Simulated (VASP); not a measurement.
Runs of VASP 6.6.1 on Ba. The structure is that of space group P6_3/mmc (No. 194), or close to it. The cells are those of the table. 

```tsv
cell	further INCAR settings	gap on the mesh (eV)	pressure (GPa)
a = 4.604, b = 4.604, c = 7.593 Å, angles 90.0, 90.0, 120.0°, 2 atoms	ALGO = Fast; EDIFF = 1e-06; NBANDS = 17	none	-0.6
a = 4.278, b = 4.278, c = 7.037 Å, angles 90.0, 90.0, 120.0°, 2 atoms	ALGO = Fast; EDIFF = 1e-06; NBANDS = 17	none	1.3
a = 4.415, b = 4.415, c = 7.281 Å, angles 90.0, 90.0, 120.0°, 2 atoms	ALGO = Fast; EDIFF = 1e-07; NBANDS = 17	none	(a)
a = 4.548, b = 4.548, c = 7.500 Å, angles 90.0, 90.0, 120.0°, 2 atoms	ALGO = Fast; EDIFF = 1e-07; NBANDS = 17	none	-0.4
a = 4.369, b = 4.369, c = 7.205 Å, angles 90.0, 90.0, 120.0°, 2 atoms	ALGO = Fast; EDIFF = 1e-07; NBANDS = 17	none	(b)
```

Alike in all rows: task single point; level PBE; potentials or basis VASP PAW PBE potentials, release 64 (Ba_sv); no spin polarisation; k mesh 12 × 12 × 8; cutoff (eV) 520; smearing gaussian 0.1 eV.

Task: Fill in the values left out.

Result: (a) 0.3; (b) 0.6.

Caveats: spin-orbit coupling is left out, which moves the levels of the heavy elements.

A k mesh can miss the band edges, and the runs leave out spin-orbit coupling on Ba.

A gap of «none» marks levels without a gap at the run's occupations.
